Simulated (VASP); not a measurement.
The system is V.

```
V
1.0
     4.82704    0.00000    0.00000
     0.00000    4.82704    0.00000
     0.00000    0.00000    4.82704
V
8
Direct
  0.50000 0.50000 0.50000
  0.00000 0.00000 0.00000
  0.25000 0.00000 0.50000
  0.50000 0.25000 0.00000
  0.50000 0.75000 0.00000
  0.75000 0.00000 0.50000
  0.00000 0.50000 0.75000
  0.00000 0.50000 0.25000
```

| Item | Value |
| --- | --- |
| Program | VASP 6.6.1 |
| Task | relaxation of cell and atoms |
| Functional | PBEsol |
| Potentials or basis | VASP PAW PBE potentials, release 64 (V_sv) |
| Cutoff | 600 eV |
| k mesh | 4 × 4 × 4 |
| Occupations | gaussian, width 0.1 eV |
| Spin | no spin polarisation |

At the start: pressure -10.2 GPa; volume 14.06 Å³/atom.

Problem. Where does the relaxation end?

Solution. Over 3 steps the energy falls by 26.7 meV/atom and the volume is 13.28 Å³/atom (-5.6 %); space group Pm-3n (No. 223, to 0.05 Å).

The path:
```
step  energy change (eV)  largest force (eV/Å)  pressure (GPa)  volume (Å³)
   1              0.0000                0.0000          -10.24       112.47
   2              0.1700                0.0000           17.07        98.47
   3             -0.2133                0.0000           -0.19       106.22
```

Final structure:
```xyz
8
Lattice="4.7360 0.0000 0.0000 0.0000 4.7360 0.0000 0.0000 0.0000 4.7360" Properties=species:S:1:pos:R:3 pbc="T T T"
V     2.3680    2.3680    2.3680
V     0.0000    0.0000    0.0000
V     1.1840    0.0000    2.3680
V     2.3680    1.1840    0.0000
V     2.3680    3.5520    0.0000
V     3.5520    0.0000    2.3680
V     0.0000    2.3680    3.5520
V     0.0000    2.3680    1.1840
```

Caveat: the PAW data sets were made with another functional, which shifts forces and pressure a little.
